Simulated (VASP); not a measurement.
AlN, 8 atoms in the cell. The typed cell holds 8 atoms: a = 3.089 Å, b = 3.089 Å, c = 9.618 Å, α = 85.40°, β = 87.70°, γ = 60.00°.  This cell differs from its parent crystal: the part above a cut slid along it.

| Property | Result |
| --- | --- |
| Program | VASP 6.6.1 |
| Task | single point |
| Functional | LDA |
| Potentials or basis | VASP PAW LDA potentials, release 64 (Al, N) |
| Cutoff | 520 eV |
| k mesh | 8 × 8 × 3 |
| Occupations | gaussian, width 0.05 eV |
| Spin | no spin polarisation |
| Dipole correction | no |
| Further INCAR settings | ALGO = Normal; EDIFF = 1e-07; NBANDS = 26 |

Potentials or basis: VASP PAW LDA potentials, release 64 (Al, N).

Command:

```console
$ cat potpaw_LDA.64/Al/POTCAR potpaw_LDA.64/N/POTCAR > POTCAR
$ mpirun -np 1 vasp_std > vasp.out
```

Hardware: 1 thread of Intel(R) Xeon(R) Platinum 8488C (Sapphire Rapids), with other jobs on the host.

Q: Estimate the wall time of this run.

A: Run time: 2.7 min on 1 thread of Intel(R) Xeon(R) Platinum 8488C (Sapphire Rapids), on a shared host, peak memory 0.26 GiB. Counts: scf iterations 15, k points 98.
